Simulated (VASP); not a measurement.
Runs of VASP 6.6.1 on Al2O3. The structure is that of space group R-3c (No. 167), or close to it. The cells are those of the table. 

```tsv
task	level	potentials or basis	cell	cutoff (eV)	gap on the mesh (eV)	pressure (GPa)	relaxed volume (Å³/atom)	largest force (eV/Å)
relaxation of cell and atoms	r2SCAN	VASP PAW PBE potentials, release 64 (Al, O)	relaxed from a = 5.130 Å, angles 55.3°, 10 atoms	600	7.20	0.0	8.47	-
single point	PBE	VASP PAW PBE potentials, release 64 (Al, O)	a = 5.181 Å, angles 55.3°, 10 atoms	520	5.85	-0.1	-	-
relaxation of cell and atoms	PBE	VASP PAW PBE potentials, release 64 (Al, O)	relaxed from a = 5.130 Å, angles 55.3°, 10 atoms	600	5.87	0.0	8.74	-
relaxation of cell and atoms	LDA	VASP PAW LDA potentials, release 64 (Al, O)	relaxed from a = 5.130 Å, angles 55.3°, 10 atoms	600	(b)	0.0	(c)	-
single point	LDA	VASP PAW LDA potentials, release 64 (Al, O)	a = 5.091 Å, angles 55.3°, 10 atoms	520	6.44	(a)	-	0.01
single point	r2SCAN	VASP PAW PBE potentials, release 64 (Al, O)	a = 5.130 Å, angles 55.3°, 10 atoms	520	7.16	-0.5	-	0.02
```

Alike in all rows: no spin polarisation; k mesh 5 × 5 × 5; smearing gaussian 0.01 eV.

Question: Fill in the values left out.

Answer: (a) 0.9; (b) 6.42; (c) 8.34.

Caveats: the PAW data sets were made with another functional, which shifts forces and pressure a little (at least some runs).

